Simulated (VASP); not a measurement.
A run of VASP 6.6.1 is set up as follows.

File POSCAR:

```
Zn
1.0
    0.0000000000      1.9382217178      1.9382217178
    1.9382217178      0.0000000000      1.9382217178
    1.9382217178      1.9382217178      0.0000000000
Zn
1
Direct
    0.0000000000      0.0000000000      0.0000000000
```

Contents of INCAR.step1:

```
PREC = Accurate ; ENCUT = 520
EDIFF = 1E-5 ; ISMEAR = -1
SIGMA = 0.05 ; LREAL = False
LASPH = True ; NELM = 60
ALGO = Normal ; ISIF = 2
LWAVE = True ; LCHARG = False
GGA = PE ; NBANDS = 12
```

Contents of INCAR.step2:

```
PREC = Accurate ; ENCUT = 520
EDIFF = 1E-7 ; ISMEAR = -1
SIGMA = 0.05 ; LREAL = False
LASPH = True ; NELM = 60
ALGO = Normal ; ISIF = 2
LWAVE = False ; LCHARG = False
GGA = PE ; LHFCALC = True
AEXX = 0.25 ; PRECFOCK = Normal
ISTART = 1 ; NBANDS = 12
```

File KPOINTS:

```
Automatic mesh
0
Gamma
  6 6 6
```

Potentials or basis: VASP PAW PBE potentials, release 64 (Zn).

Command:

```bash
$ cat potpaw_PBE.64/Zn/POTCAR > POTCAR
$ cp INCAR.step1 INCAR
$ mpirun -np 1 vasp_std > vasp.out
$ cp INCAR.step2 INCAR
$ mpirun -np 1 vasp_std > vasp.out
```

(1) Estimate the pressure.

(2) Estimate the band gap on the k mesh.

Results:

(1) 2.5 GPa.

(2) zero (bands 6 and 7 overlap by 2.52 eV).

Caveat: the k points lie up to 0.47 Å⁻¹ apart, too coarse for converged energies and pressures of a metal; the PAW data sets were made with another functional, which shifts forces and pressure a little.
